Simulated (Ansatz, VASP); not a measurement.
As in VASP and in Ansatz

INCAR

```
SYSTEM = As
ALGO = Normal
EDIFF = 1E-6
ENCUT = 500
GGA = CA
GGA_COMPAT = .FALSE.
ISIF = 2
ISMEAR = -1
LASPH = .TRUE.
LCHARG = .TRUE.
LELF = .TRUE.
LREAL = .FALSE.
LVHAR = .TRUE.
LWAVE = .FALSE.
NBANDS = 12
NELM = 120
PREC = Accurate
SIGMA = 0.1
```

The input KPOINTS:

```
k-points
0
G
  10 10 10
  0 0 0
```

File POSCAR:

```
As
1.0
    1.8799878575      1.0854114956      3.3276505507
   -1.8799878575      1.0854114956      3.3276505507
    0.0000000000     -2.1708229912      3.3276505507
As
2
Direct
    0.7695128170      0.7695128170      0.7695128170
    0.2304871830      0.2304871830      0.2304871830
```

Input for Ansatz:

```yaml
crystal:
  lattice:
    - [1.8799878575, 1.0854114956, 3.3276505507]
    - [-1.8799878575, 1.0854114956, 3.3276505507]
    - [0.0, -2.1708229912, 3.3276505507]
  atoms:
    - { symbol: As, position: [0.769512817, 0.769512817, 0.769512817] }
    - { symbol: As, position: [0.230487183, 0.230487183, 0.230487183] }
hamiltonian:
  xc: lda
  pseudopotentials:
    kind: paw
    azcp:
      As: "pseudopotentials/As.paw.azcp"
basis:
  ecutwfc: 500
  fft_grid_basis: typed
kpoints:
  mp_grid: { grid: [10, 10, 10], shift: [0, 0, 0] }
magnetization:
  spin_polarized: false
scf:
  occupations: { method: fermi_dirac, width: 0.1 }
  lower_state_search: "off"
output:
  stress: true
  write_density: true
  write_potential: true
  elf: true
  volumetric_format: npy
```

Alike in both runs: task single point; functional LDA; k mesh 10 × 10 × 10; occupations fermi-dirac, width 0.1 eV; no spin polarisation.

|  | VASP | Ansatz |
| --- | --- | --- |
| version | VASP 6.6.1 | Ansatz 0.2.0 |
| potentials or method | VASP PAW LDA potentials, release 64 (As), cutoff 500 eV | plane waves (500 eV) with PAW, scalar-relativistic |
| valence electrons in the cell | 10 | 30 |

Ansatz gave:

```
pressure (GPa)                                                : 0.0
traceless stress, the component that is largest in VASP (GPa) : 0.01
```

**Question.** What did VASP give for the same quantities?

**Answer.** Pressure (GPa): 0.5; traceless stress, the component that is largest in VASP (GPa): -0.10.

Ansatz warns that its potentials were made for another functional, while VASP's fit it. LDA's correlation is that of Perdew and Zunger in VASP and of Perdew and Wang (1992) in Ansatz. VASP's potentials hold 10 valence electrons a cell and Ansatz's 30, so a difference there can come from the potentials and not from the codes.
